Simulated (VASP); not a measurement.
# C (Imma) in VASP: G0W0 quasiparticle levels with PBE

Aim: the G0W0 quasiparticle levels of C with PBE.

Everything below comes from runs of VASP 6.6.1. Logs are shortened: lines on timing, memory, paths and dates and some standing lists are left out, and cuts for length are marked.

## Step 1: The cell of the first run

Symmetry: Imma, No. 74, orthorhombic system. The conventional cell has a = 2.492 Å, b = 2.543 Å, c = 3.560 Å, α = 90.00°, β = 90.00°, γ = 90.00°. C (site symmetry mm2) has 4 C at 1.53 to 1.55 Å within 2.0 Å.

## Step 2: G0W0 quasiparticle levels, PBE

File POSCAR:

```
C
1.0
   -0.0178012414      1.7801241434      1.7801241434
    1.7801241434     -0.0178012414      1.7801241434
    1.7623229020      1.7623229020      0.0000000000
C
2
Direct
   -0.0001608287     -0.0001608287      0.0001608287
    0.2501608287      0.2501608287      0.2498391713
```

File INCAR.step1:

```
SYSTEM = C
ALGO = Normal
EDIFF = 1E-8
ENCUT = 500
GGA = PE
ISMEAR = 0
LASPH = .TRUE.
LCHARG = .FALSE.
LREAL = .FALSE.
LWAVE = .TRUE.
NELM = 100
PREC = Accurate
SIGMA = 0.01
```

File INCAR.step2:

```
SYSTEM = C
ALGO = Exact
EDIFF = 1E-8
ENCUT = 500
GGA = PE
ISMEAR = 0
ISTART = 1
LASPH = .TRUE.
LCHARG = .FALSE.
LOPTICS = .TRUE.
LREAL = .FALSE.
LWAVE = .TRUE.
NBANDS = 51
NELM = 1
PREC = Accurate
SIGMA = 0.01
```

File INCAR.step3:

```
SYSTEM = C
ALGO = EVGW0
EDIFF = 1E-8
ENCUT = 500
ENCUTGW = 150.0
GGA = PE
ISMEAR = 0
ISTART = 1
LASPH = .TRUE.
LCHARG = .FALSE.
LREAL = .FALSE.
LWAVE = .FALSE.
NBANDS = 51
NBANDSGW = 12
NELMGW = 1
NOMEGA = 96
OMEGAMAX = 20
PREC = Accurate
PRECFOCK = Fast
SIGMA = 0.01
```

File KPOINTS:

```
k-points
0
G
  6 6 6
  0 0 0
```

Potentials or basis: VASP PAW PBE potentials, release 64 (C_GW).

On the command line:

```bash
cat potpaw_PBE.64/C_GW/POTCAR > POTCAR
cp INCAR.step1 INCAR
mpirun -np 1 vasp_std > vasp.out
cp INCAR.step2 INCAR
mpirun -np 1 vasp_std > vasp.out
cp INCAR.step3 INCAR
mpirun -np 1 vasp_std > vasp.out
```

OUTCAR:

```text
SYSTEM = C
   EDIFF = 1E-8
   ENCUT = 500
   ENCUTGW = 150.0
   GGA = PE
   ISMEAR = 0
   ISTART = 1
   LASPH = .TRUE.
   LREAL = .FALSE.
   NELMGW = 1
   PREC = Accurate
   PRECFOCK = Fast

 ion  position               nearest neighbor table
   1  1.000  1.000  0.000-   2 1.53   2 1.53   2 1.55   2 1.55
   2  0.250  0.250  0.250-   1 1.53   1 1.53   1 1.55   1 1.55

  LATTYP: Found a body centered orthorhombic cell.
 ALAT       =     2.4923009493
 B/A-ratio  =     1.0202020202
 C/A-ratio  =     1.4284985478

  Lattice vectors:

 A1 = (   0.0178012414,  -1.7801241434,  -1.7801241434)
 A2 = (  -0.0178012414,   1.7801241434,  -1.7801241434)
 A3 = (   1.7801241434,  -0.0178012414,   1.7801241434)

Analysis of symmetry for initial positions (statically):
=====================================================================
 Subroutine PRICEL returns:
 Original cell was already a primitive cell.

 Routine SETGRP: Setting up the symmetry group for a
 body centered orthorhombic supercell.

 Subroutine GETGRP returns: Found  8 space group operations
 (whereof  4 operations were pure point group operations)
 out of a pool of  8 trial point group operations.

The static configuration has the point symmetry C_2v.
 The point group associated with its full space group is D_2h.

Analysis of symmetry for dynamics (positions and initial velocities):
=====================================================================
 Subroutine PRICEL returns:
 Original cell was already a primitive cell.

 Routine SETGRP: Setting up the symmetry group for a
 body centered orthorhombic supercell.

 Subroutine GETGRP returns: Found  8 space group operations
 (whereof  4 operations were pure point group operations)
 out of a pool of  8 trial point group operations.

The dynamic configuration has the point symmetry C_2v.
 The point group associated with its full space group is D_2h.

 Subroutine INISYM returns: Found  8 space group operations
 (whereof  4 operations are pure point group operations),
 and found     1 'primitive' translations

----------------------------------------------------------------------------------------

                                     Primitive cell

  volume of cell :      11.2807

  direct lattice vectors                    reciprocal lattice vectors
    -0.017801241  1.780124143  1.780124143    -0.278098304  0.278098304  0.280879287
     1.780124143 -0.017801241  1.780124143     0.278098304 -0.278098304  0.280879287
     1.762322902  1.762322902  0.000000000     0.283716451  0.283716451 -0.280879287

  length of vectors
     2.517538642  2.517538642  2.492300949     0.483291327  0.483291327  0.489778749

  position of ions in fractional coordinates (direct lattice)
     0.999839171  0.999839171  0.000160829
     0.250160829  0.250160829  0.249839171

  ion indices of the primitive-cell ions
   primitive index   ion index
                 1           1
                 2           2

----------------------------------------------------------------------------------------

 KPOINTS: k-points

Automatic generation of k-mesh.
 Grid dimensions read from file:
 generate k-points for:    6    6    6

 Generating k-lattice:

  Cartesian coordinates                     Fractional coordinates (reciprocal lattice)
    -0.046349717  0.046349717  0.046813214     0.166666667  0.000000000  0.000000000
     0.046349717 -0.046349717  0.046813214     0.000000000  0.166666667  0.000000000
     0.047286075  0.047286075 -0.046813214     0.000000000  0.000000000  0.166666667

  Length of vectors
     0.080548555  0.080548555  0.081629792

  Shift w.r.t. Gamma in fractional coordinates (k-lattice)
     0.000000000  0.000000000  0.000000000

 Subroutine IBZKPT returns following result:
 ===========================================

 Found     46 irreducible k-points:

 Following reciprocal coordinates:
            Coordinates               Weight
  0.000000  0.000000  0.000000      1.000000
  0.166667  0.000000  0.000000      4.000000
  0.333333  0.000000  0.000000      4.000000
  0.500000  0.000000  0.000000      2.000000
  0.166667  0.166667  0.000000      2.000000
  0.333333  0.166667  0.000000      4.000000
[... 16 lines left out ...]
 -0.166667  0.333333  0.166667      4.000000
  0.500000  0.500000  0.166667      4.000000
 [... further k-points ...]
   k-points           NKPTS =     46   k-points in BZ     NKDIM =    216   number of bands    NBANDS=     51
   number of dos      NEDOS =    301   number of ions     NIONS =      2
   total plane-waves  NPLWV =   5832
   dimension x,y,z NGX =    18 NGY =   18 NGZ =   18
   dimension x,y,z NGXF=    36 NGYF=   36 NGZF=   36
   ions per type =               2
   NGX,Y,Z   is equivalent  to a cutoff of  11.89, 11.89, 12.01 a.u.
   NGXF,Y,Z  is equivalent  to a cutoff of  23.77, 23.77, 24.01 a.u.
 SYSTEM =  C
   PREC   = accura    normal or accurate (medium, high low for compatibility)
   ISTART =      1    job   : 0-new  1-cont  2-samecut
   ICHARG =      0    charge: 1-file 2-atom 10-const
   ISPIN  =      1    spin polarized calculation?
   LNONCOLLINEAR =      F non collinear calculations
   LSORBIT =      F    spin-orbit coupling
   LASPH  =      T    aspherical Exc in radial PAW
   ENCUT  =  500.0 eV  36.75 Ry    6.06 a.u.   4.59  4.59  4.54*2*pi/ulx,y,z
   NELM   =     60;   NELMIN=  2; NELMDL=  0     # of ELM steps
   EDIFF  = 0.1E-07   stopping-criterion for ELM
   LREAL  =      F    real-space projection
   EDIFFG = 0.1E-06   stopping-criterion for IOM
   NSW    =      0    number of steps for IOM
   IBRION =     -1    ionic relax: 0-MD 1-quasi-New 2-CG
   NFREE  =      0    steps in history (QN), initial steepest desc. (CG)
   ISIF   =      0    stress and relaxation
   ISYM   =      3    0-nonsym 1-usesym 2-fastsym
   POTIM  = 0.5000    time-step for ionic-motion
   TEBEG  =    0.0;   TEEND  =   0.0 temperature during run
   PSTRESS=    0.0 pullay stress
   NELECT =       8.0000    total number of electrons
   NUPDOWN=      -1.0000    fix difference up-down
   EMIN   =  10.00;   EMAX   =-10.00  energy-range for DOS
   EFERMI =   0.00;   METHOD = LEGACY
   ISMEAR =     0;   SIGMA  =   0.01  broadening in eV -4-tet -1-fermi 0-gaus
   EFERMI_NEDOS =   21; number of points for ismear=-14 and -15
   IALGO  =     38    algorithm
   IMIX   =      4    mixing-type and parameters
     AMIX     =   0.40;   BMIX     =  1.00
     AMIX_MAG =   1.60;   BMIX_MAG =  1.00
  volume/ion in A,a.u.               =       5.64        38.06
  Fermi-wavevector in a.u.,A,eV,Ry     =   1.459909  2.758827 28.998550  2.131333
  Thomas-Fermi vector in A             =   2.576420
   LORBIT       =      0    0 simple, 1 ext, 2 COOP (PROOUT), +10 PAW based schemes
   GGA     = PE    functional components
   LHFCALC =     T    Hartree Fock is set to
   PRECFOCK=fast      Normal, Fast or Accurate (Low or Medium for compatibility)
   ENCUT4O =  -1.0   cutoff for four orbital integrals eV
   NKREDX  =     1    reduce k-point grid by
   NKREDY  =     1    reduce k-point grid by
   NKREDZ  =     1    reduce k-point grid by
   AEXX    =    1.0000 exact exchange contribution
   HFSCREEN=    0.0000 screening length (either q_TF or 0.3 A-1)
   HFSCREENC=   0.0000 screening length for correlation (either q_TF or 0.3 A-1)
   ENCUTFOCK=  -1.0 apply spherical cutoff to Coloumb kernel
   IVDW    =     0    specifies the selected vdW correction
   LEPSILON=     F    determine dielectric tensor
   LRPA    =     F    only Hartree local field effects (RPA)
   LRPAFORCE           =     F    calculate RPA forces
   ENCUTGW             = 150.0    cutoff for response function in eV
   ENCUTGWSOFT         = 120.0    soft cutoff for Coulomb kernel in GW response function in eV
   ENCUTLF             =  -1.0    cutoff for local field effects
   NELMGW              =     1    number of iterations in solving QP/BSE equation
   NELMHF              =     1    number of iterations in the inner HF iteration
   NKREDLFX            =     1    NKREDLFY  =   1   NKREDLFZ  =   1
 non-spin polarized calculation
 Gauss-broadening in eV      SIGMA  =   0.01
  energy-cutoff  :      500.00
  volume of cell :       11.28
 maximum number of plane-waves:       295
  NGX = 12; NGY = 12; NGZ = 12
   NGX =  9   NGY =  9   NGZ =  9
 maximum number of plane-waves:        59

 QP shifts <psi_nk| G(iteration)W_0 |psi_nk>: iteration 1
 for sc-GW calculations column KS-energies equals QP-energies in previous step
 and V_xc(KS)=  KS-energies - (<T + V_ion + V_H > + <T+V_H+V_ion>^1  + <V_x>^1)

 k-point   1 :       0.0000    0.0000    0.0000
  band No.  KS-energies  QP-energies   sigma(KS)   V_xc(KS)     V^pw_x(r,r')   Z            occupation Imag(sigma)

      1     -11.7057     -13.2655     -16.8096     -14.7933     -25.4578       0.7736       2.0000       1.2807
      2       9.8266       9.3049     -17.3811     -16.7520     -19.1070       0.8293       2.0000       0.0209
      3       9.8376       9.3169     -17.4406     -16.8121     -19.2147       0.8286       2.0000       0.0224
      4       9.8684       9.3492     -17.5025     -16.8767     -19.3223       0.8296       2.0000       0.0236
      5      15.1647      16.3065     -14.1262     -15.5095      -9.3906       0.8255       0.0000      -0.0385
      6      15.4304      16.5887     -14.1312     -15.5361      -9.3343       0.8245       0.0000      -0.0388
      7      15.7436      16.9266     -14.1329     -15.5657      -9.2688       0.8256       0.0000      -0.0392
      8      23.3225      24.4114     -14.9709     -16.3861      -7.7669       0.7694       0.0000      -0.0986
      9      29.2189      29.5716     -11.4597     -11.8943      -4.3420       0.8115       0.0000      -0.2784
     10      36.4438      37.5136     -12.6160     -13.9091      -5.9183       0.8273       0.0000      -0.4800
     11      36.4557      37.5247     -12.6147     -13.9084      -5.9170       0.8263       0.0000      -0.4791
     12      37.2689      37.7395     -10.9979     -11.5678      -3.2915       0.8257       0.0000      -0.8605

 k-point   2 :       0.1667    0.0000    0.0000
  band No.  KS-energies  QP-energies   sigma(KS)   V_xc(KS)     V^pw_x(r,r')   Z            occupation Imag(sigma)

      1     -10.9476     -12.4250     -16.8160     -14.8478     -25.2680       0.7506       2.0000       1.1719
      2       5.9663       5.1361     -17.0210     -15.9990     -19.7448       0.8123       2.0000       0.0334
      3       8.8475       8.2674     -17.2717     -16.5692     -19.2537       0.8258       2.0000       0.0252
      4       8.8789       8.2966     -17.3589     -16.6540     -19.4088       0.8260       2.0000       0.0257
      5      16.6345      17.8564     -14.2601     -15.7473      -9.1562       0.8216       0.0000      -0.0429
      6      17.0304      18.2830     -14.2356     -15.7628      -9.0395       0.8202       0.0000      -0.0441
      7      17.3384      18.4792     -14.3912     -15.7812      -9.2031       0.8208       0.0000      -0.0444
      8      23.9076      25.0665     -14.6844     -16.1906      -7.3384       0.7695       0.0000      -0.1149
      9      30.1914      30.6981     -11.7290     -12.3649      -4.3298       0.7969       0.0000      -0.3176
     10      32.6804      33.4359     -11.7675     -12.6757      -5.1089       0.8319       0.0000      -0.4039
     11      32.9611      33.7256     -11.7863     -12.7067      -5.1288       0.8306       0.0000      -0.4154
     12      35.6831      36.1161     -11.1598     -11.6882      -3.4661       0.8194       0.0000      -0.7040
[... 324 lines left out ...]
      1      -6.8244      -8.1357     -16.9779     -15.2285     -24.2929       0.7496       2.0000       0.6271
      2       1.2170       0.0448     -17.4394     -15.9286     -21.9931       0.7759       2.0000       0.0820
      3       2.4427       1.3949     -16.6219     -15.3018     -20.3379       0.7938       2.0000       0.0540
      4       5.0243       4.1249     -16.9762     -15.8626     -20.0622       0.8076       2.0000       0.0379
      5      17.6763      18.7536     -13.7359     -15.0482      -8.2626       0.8210       0.0000      -0.0474
      6      20.0057      20.9815     -12.7614     -13.9447      -7.0084       0.8246       0.0000      -0.0539
      7      21.6682      22.9099     -14.3045     -15.8697      -7.7280       0.7933       0.0000      -0.0731
      8      24.0111      25.5388     -14.6682     -16.6471      -7.3377       0.7720       0.0000      -0.1135
      9      30.3891      31.3427     -12.6871     -13.8936      -5.0383       0.7904       0.0000      -0.3369
     10      31.8952      33.0290     -13.8351     -15.2875      -5.6277       0.7806       0.0000      -0.5071
     11      37.2691      38.1564     -12.2700     -13.3762      -4.3528       0.8021       0.0000      -0.7373
     12      42.9126      43.5556     -11.6787     -12.4750      -3.5739       0.8075       0.0000      -1.0558

 k-point  24 :       0.5000    0.5000    0.1667
  band No.  KS-energies  QP-energies   sigma(KS)   V_xc(KS)     V^pw_x(r,r')   Z            occupation Imag(sigma)

      1      -5.0612      -6.3287     -17.0910     -15.3855     -23.8554       0.7431       2.0000       0.4253
      2      -0.3325      -1.5604     -17.5702     -15.9621     -22.7475       0.7635       2.0000       0.1211
      3       2.2168       1.1565     -16.5642     -15.2271     -20.3654       0.7930       2.0000       0.0554
      4       3.9885       3.0396     -16.9885     -15.8086     -20.3420       0.8042       2.0000       0.0429
      5      14.8073      15.5135     -12.8987     -13.7450      -8.0007       0.8346       0.0000      -0.0404
      6      18.6465      19.5456     -13.0718     -14.1624      -7.4799       0.8244       0.0000      -0.0500
      7      24.7265      26.2621     -14.5520     -16.5547      -6.9725       0.7668       0.0000      -0.1308
      8      25.0729      26.5340     -14.6522     -16.5623      -7.0322       0.7649       0.0000      -0.1433
      9      31.2128      32.3434     -13.5625     -15.0120      -5.4461       0.7800       0.0000      -0.4176
     10      33.2776      34.4441     -13.7396     -15.2455      -5.0505       0.7746       0.0000      -0.5927
     11      38.8490      39.7374     -12.3153     -13.4175      -4.6555       0.8061       0.0000      -0.7723
     12      43.5823      44.2681     -11.6848     -12.5280      -3.4593       0.8134       0.0000      -1.0848

 [... further k-points ...]
```

It took 75 s on 1 thread of Intel Xeon 6975P-C (Granite Rapids), shared host; peak memory 0.27 GiB.

Results:

```yaml
Quasiparticle_gap: 5.37 eV
Least_direct_quasiparticle_gap: 6.96 eV
Band_gap_of_the_starting_levels_on_the_mesh: 4.11 eV
Least_direct_gap_of_the_starting_levels_on_the_mesh: 5.30 eV
```

Caveat: the k points lie up to 0.51 Å⁻¹ apart; bands, screening cutoff and mesh are small and nothing is extrapolated, so the quasiparticle values aren't converged.
